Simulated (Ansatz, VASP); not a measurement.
## CdS in VASP and in Ansatz

```
Cd S
1.0
     0.00000    2.88984    2.88984
     2.88984    0.00000    2.88984
     2.88984    2.88984    0.00000
Cd S
1 1
Direct
  0.00000 0.00000 0.00000
  0.50000 0.50000 0.50000
```

Change from the starting cell: hydrostatic strain +6.0%.

Alike in both runs: task single point; functional PBE; k mesh 8 × 8 × 8; occupations fermi-dirac, width 0.02 eV; no spin polarisation.

|  | VASP | Ansatz |
| --- | --- | --- |
| version | VASP 6.6.1 | Ansatz 0.2.0 |
| potentials or method | VASP PAW PBE potentials, release 64 (Cd, S) | plane waves, PAW |
| plane-wave cutoff (eV) | 520 | 420 |
| valence electrons in the cell | 18 | 26 |

|  | VASP | Ansatz | Ansatz less VASP |
| --- | --- | --- | --- |
| pressure (GPa) | -7.4 | -7.6 | -0.19 |

VASP's potentials hold 18 valence electrons a cell and Ansatz's 26, so a difference there can come from the potentials and not from the codes.
